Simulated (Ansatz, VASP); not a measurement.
**One calculation of MgO, two programs**

```xyz
2
Lattice="0.0000 2.0796 2.0796 2.0796 0.0000 2.0796 2.0796 2.0796 0.0000" Properties=species:S:1:pos:R:3 pbc="T T T"
Mg    0.0000    0.0000    0.0000
O     2.0796    2.0796    2.0796
```

Alike in both runs: functional LDA; k mesh 10 × 10 × 10; occupations gaussian, width 0.02 eV; no spin polarisation.

Ansatz relaxed the structure, and its values are those at the end. VASP's run is a single point on that final structure, the one shown.

|  | VASP | Ansatz |
| --- | --- | --- |
| version | VASP 6.6.1 | Ansatz 0.2.0 |
| potentials or method | VASP PAW LDA potentials, release 64 (Mg, O), cutoff 600 eV | scalar-relativistic, plane waves, PAW |
| valence electrons in the cell | 8 | 16 |

```tsv
	VASP	Ansatz	Ansatz less VASP
gap on the k mesh at the Fermi level (eV)	5.04	5.04	-0.002
least direct gap on the mesh (eV)	5.04	5.04	-0.002
pressure (GPa)	-1.9	0.0	+1.95
```

LDA's correlation is that of Perdew and Zunger in VASP and of Perdew and Wang (1992) in Ansatz. VASP's potentials hold 8 valence electrons a cell and Ansatz's 16, so a difference there can come from the potentials and not from the codes.
